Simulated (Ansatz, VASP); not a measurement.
**Two plane-wave programs on SnO**

File INCAR:

```
SYSTEM = SnO
PREC = Accurate
ENCUT = 600
EDIFF = 1E-7
ISMEAR = 0
SIGMA = 0.05
LREAL = .False.
LASPH = .True.
NELM = 60
ALGO = Normal
ISIF = 3
LWAVE = .False.
LCHARG = .False.
GGA = PE
IVDW = 12
IBRION = 2
NSW = 80
EDIFFG = -0.01
```

File KPOINTS:

```
regular mesh
0
Gamma
  10 10 8
  0 0 0
```

Contents of POSCAR:

```
SnO
1.0
    3.7986000000      0.0000000000      0.0000000000
    0.0000000000      3.7986000000      0.0000000000
    0.0000000000      0.0000000000      4.8408000000
Sn O
2 2
Direct
    0.5000000000      0.0000000000      0.2369000000
    0.0000000000      0.5000000000      0.7631000000
    0.0000000000      0.0000000000      0.0000000000
    0.5000000000      0.5000000000      0.0000000000
```

Input for Ansatz:

```yaml
crystal:
  lattice:
    - [3.7986, 0.0, 0.0]
    - [0.0, 3.7986, 0.0]
    - [0.0, 0.0, 4.8408]
  atoms:
    - { symbol: Sn, position: [0.5, 0.0, 0.2369] }
    - { symbol: Sn, position: [0.0, 0.5, 0.7631] }
    - { symbol: O, position: [0.0, 0.0, 0.0] }
    - { symbol: O, position: [0.5, 0.5, 0.0] }
basis:
  ecutwfc: 420
  ecutrho_ratio: 4
kpoints:
  mp_grid: { grid: [10, 10, 8] }
hamiltonian:
  xc: pbe
  dispersion: d3bj
scf:
  occupations: { method: gaussian, width: 0.05 }
output:
  forces: true
  stress: true
  eigenvalues: true
relax:
  f_tol: 0.01
  max_steps: 60
  cell: { stress_tol: 0.04 }
```

Alike in both runs: task relaxation of cell and atoms; functional PBE; dispersion D3(BJ); k mesh 10 × 10 × 8; occupations gaussian, width 0.05 eV; no spin polarisation.

```csv
,VASP,Ansatz
version,VASP 6.6.1,Ansatz 0.2.0
potentials or method,"VASP PAW PBE potentials, release 64 (Sn_d, O), cutoff 600 eV","scalar-relativistic, plane waves, PAW"
valence electrons in the cell,40,40
```

VASP gave:

| Quantity | Value |
| --- | --- |
| gap on the k mesh at the Fermi level, each at its own relaxed structure (eV) | none |
| relaxed volume (Å³/atom) | 17.43 |
| relaxed cell length with the largest relative difference (Å) | 4.735 |

Which values does Ansatz return?

gap on the k mesh at the Fermi level, each at its own relaxed structure (eV): none; relaxed volume (Å³/atom): 17.52; relaxed cell length with the largest relative difference (Å): 4.760.

A gap of «none» marks a metal or a gap that the smearing closes.
